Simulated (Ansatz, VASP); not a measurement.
# Ti: VASP beside Ansatz

INCAR

```
PREC     = Accurate       # precision mode
ENCUT    = 520            # plane-wave cutoff, eV
EDIFF    = 1E-7           # SCF threshold, eV
ISMEAR   = -1             # smearing method
SIGMA    = 0.05           # smearing width, eV
LREAL    = F              # projectors in reciprocal space
LASPH    = T              # aspherical terms in the spheres
NELM     = 100            # most SCF steps
ALGO     = Normal         # electronic algorithm
ISIF     = 2              # what is computed and relaxed
LWAVE    = F              # write WAVECAR
LCHARG   = F              # write CHGCAR
GGA      = PE             # functional
NBANDS   = 12             # bands
```

Contents of KPOINTS:

```
Automatic mesh
0
Gamma
  14 14 14
```

The input POSCAR:

```
Ti
1.0
   -1.6574100000      1.6410000000      1.6410000000
    1.6410000000     -1.6574100000      1.6410000000
    1.6410000000      1.6410000000     -1.6574100000
Ti
1
Direct
    0.0000000000      0.0000000000      0.0000000000
```

Input for Ansatz:

```yaml
crystal:
  lattice:
    - [-1.65741, 1.641, 1.641]
    - [1.641, -1.65741, 1.641]
    - [1.641, 1.641, -1.65741]
  atoms:
    - { symbol: Ti, position: [0.0, 0.0, 0.0] }
kpoints:
  mp_grid: { grid: [14, 14, 14] }
  band_path:
    path:
      - [0.0, 0.0, 0.0]
      - [0.0, 0.0, 0.5]
      - [-0.5, 0.5, 0.5]
      - [-0.7524689983, 0.2475310017, 0.2475310017]
      - [0.2475310017, 0.2475310017, 0.2475310017]
      - [0.0, 0.0, 0.0]
      - [-0.5, 0.0, 0.5]
    npoints: 5
scf:
  occupations: { method: fermi_dirac, width: 0.05 }
hamiltonian:
  xc: pbe
  pseudopotentials: { kind: all_electron, lapw: { basis_error: 0.00025 } }
output:
  forces: true
  stress: true
  eigenvalues: true
```

Change from the starting cell: equal xy, yz and zx shear strains of -1 %.

Alike in both runs: task single point; functional PBE; k mesh 14 × 14 × 14; occupations fermi-dirac, width 0.05 eV; no spin polarisation.

```csv
,VASP,Ansatz
version,VASP 6.6.1,Ansatz 0.2.0
potentials or method,"VASP PAW PBE potentials, release 64 (Ti_sv), cutoff 520 eV","all-electron LAPW, scalar-relativistic"
```

```tsv
	VASP	Ansatz	Ansatz less VASP
pressure (GPa)	-2.6	-2.4	+0.21
traceless stress, the component that is largest in VASP (GPa)	0.37	0.37	+0.003
```

Ansatz ran all-electron here, and VASP with PAW potentials.
